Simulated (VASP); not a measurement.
A run of VASP 6.6.1 is set up as follows.

INCAR

```
ALGO = Normal ; EDIFF = 1E-8
ENCUT = 520 ; GGA = PS
ISIF = 2 ; ISMEAR = -1
LASPH = True ; LCHARG = False
LEFG = True ; LREAL = False
LWAVE = False ; NBANDS = 17
NELM = 60 ; PREC = Accurate
SIGMA = 0.08
```

Contents of KPOINTS:

```
k-points
0
Gamma
  10 10 5
```

Contents of POSCAR:

```
Ca
1.0
    3.9262091494      0.0000000000      0.0000000000
   -1.9631045747      3.4001968640      0.0000000000
    0.0000000000      0.0000000000      6.4318810898
Ca
2
Direct
    0.3333333333      0.6666666667      0.2500000000
    0.6666666667      0.3333333333      0.7500000000
```

Potentials or basis: VASP PAW PBE potentials, release 64 (Ca_sv).

The run is started by

```bash
$ cat potpaw_PBE.64/Ca_sv/POTCAR > POTCAR
$ mpirun -np 1 vasp_std > vasp.out
```

Q: Estimate the band gap on the k mesh.

A: Zero (band 10 reaches 2.00 eV, above the bottom of band 11 at 1.64 eV).

Q: Predict the pressure.

A: -0.8 GPa.

Stress tensor (GPa, compression positive):
```
-0.92  0.00  0.00
 0.00 -0.92  0.00
 0.00  0.00 -0.64
```

Caveat: without QUAD_EFG the Cq values of the log hold for a quadrupole moment of 1 mb, not for the nuclei; the PAW data sets were made with another functional, which shifts forces and pressure a little.
